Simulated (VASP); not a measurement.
Write the native input for VASP 6.6.1 that does the following.

| Quantity | Value |
| --- | --- |
| Task | single point |
| Functional | PBE |
| Potentials or basis | VASP PAW PBE potentials, release 64 (Sb, Se) |
| Cutoff | 520 eV |
| k mesh | 6 × 6 × 6 |
| Occupations | gaussian, width 0.1 eV |
| Spin | no spin polarisation |
| Dipole correction | no |
| Further INCAR settings | ALGO = Normal; EDIFF = 1e-07; NBANDS = 26 |

The structure of SbSe2 lies in POSCAR:

```
SbSe2
1.0
   -2.2675494521      2.2675494521      7.8842133884
    2.2675494521     -2.2675494521      7.8842133884
    2.2675494521      2.2675494521     -7.8842133884
Sb Se
2 4
Direct
    0.0000000000      0.0000000000      0.0000000000
    0.7500000000      0.2500000000      0.5000000000
    0.4165000000      0.4165000000      0.0000000000
    0.1665000000      0.6665000000      0.5000000000
    0.3335000000      0.8335000000      0.5000000000
    0.5835000000      0.5835000000      0.0000000000
```

The input as run:

INCAR

```
SYSTEM = SbSe2
PREC = Accurate ; ENCUT = 520
EDIFF = 1E-7 ; ISMEAR = 0
SIGMA = 0.1 ; LREAL = .False.
LASPH = .True. ; NELM = 100
ALGO = Normal ; ISIF = 2
LWAVE = .False. ; LCHARG = .True.
GGA = PE ; LELF = .True.
LVHAR = .True. ; NBANDS = 26
```

KPOINTS

```
Automatic mesh
0
Gamma
  6 6 6
  0 0 0
```

Potentials or basis: VASP PAW PBE potentials, release 64 (Sb, Se).

Launch:

```sh
$ cat potpaw_PBE.64/Sb/POTCAR potpaw_PBE.64/Se/POTCAR > POTCAR
$ mpirun -np 1 vasp_std > vasp.out
```

It gave:

| Item | Value |
| --- | --- |
| Pressure | -0.5 GPa |
| Largest force | 0.524 eV/Å |
| Band gap on the k mesh | zero (bands 17 and 18 overlap by 1.15 eV) |

Caveat: spin-orbit coupling is left out, which moves the levels of the heavy elements.

Wall time 11 min on 1 thread of Intel Xeon 8259CL, with other jobs on the host, peak memory 0.6 GiB.
